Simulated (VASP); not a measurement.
Write the native input for VASP 6.6.1 that does the following.

| Property | Result |
| --- | --- |
| Task | relaxation of the atoms |
| Functional | LDA |
| Potentials or basis | VASP PAW LDA potentials, release 64 (Pt, H) |
| Cutoff | 450 eV |
| k mesh | 7 × 7 × 1 |
| Occupations | fermi-dirac, width 0.1 eV |
| Spin | no spin polarisation |
| Dipole correction | yes |
| Atoms held fixed (from 0) | [0, 1, 2, 3] |
| Further INCAR settings | ALGO = Normal; EDIFF = 1e-07; NELMDL = -8; IBRION = 2; EDIFFG = -0.05; NSW = 45 |

The structure of HPt4 lies in POSCAR:

```
HPt4
1.0
    2.7606660000      0.0000000000      0.0000000000
   -1.3803330000      2.3908070000      0.0000000000
    0.0000000000      0.0000000000     24.1882010000
Pt H
4 1
Selective dynamics
Direct
    0.6666666667      0.3333333333      0.4194634814  F F F
    0.3333333333      0.6666666667      0.3204041508  F F F
    0.6666666667      0.3333333333      0.6175821426  F F F
    0.3333333333      0.6666666667      0.5185228120  F F F
    1.1666666667      0.3333333333      0.6795958492  T T T
```

These files were run (other wordings do the same):

INCAR

```
SYSTEM = HPt4
PREC = Accurate ; ENCUT = 450
EDIFF = 1E-7 ; ISMEAR = -1
SIGMA = 0.1 ; LREAL = .False.
LASPH = .True. ; NELM = 120
ALGO = Normal ; ISIF = 2
LWAVE = .False. ; LCHARG = .False.
LDIPOL = .True. ; IDIPOL = 3
DIPOL = 0.5 0.5 0.511 ; GGA = CA
IBRION = 2 ; NSW = 45
EDIFFG = -0.05 ; GGA_COMPAT = .False.
NELMIN = 4 ; NELMDL = -8
```

KPOINTS

```
regular mesh
0
Gamma
  7 7 1
  0 0 0
```

Potentials or basis: VASP PAW LDA potentials, release 64 (Pt, H).

The run is started by

```console
$ cat potpaw_LDA.64/Pt/POTCAR potpaw_LDA.64/H/POTCAR > POTCAR
$ mpirun -np 1 vasp_std > vasp.out
```

Results of the run:

```
Energy gained by relaxing : 105.6 meV/atom
Ionic steps               : 4
```

Caveat: the k points lie up to 0.38 Å⁻¹ apart; the highest band is partly filled, so the run has too few bands.

Run time: 8.5 min on 1 thread of Intel Xeon 8259CL, on a shared host, peak memory 0.23 GiB.
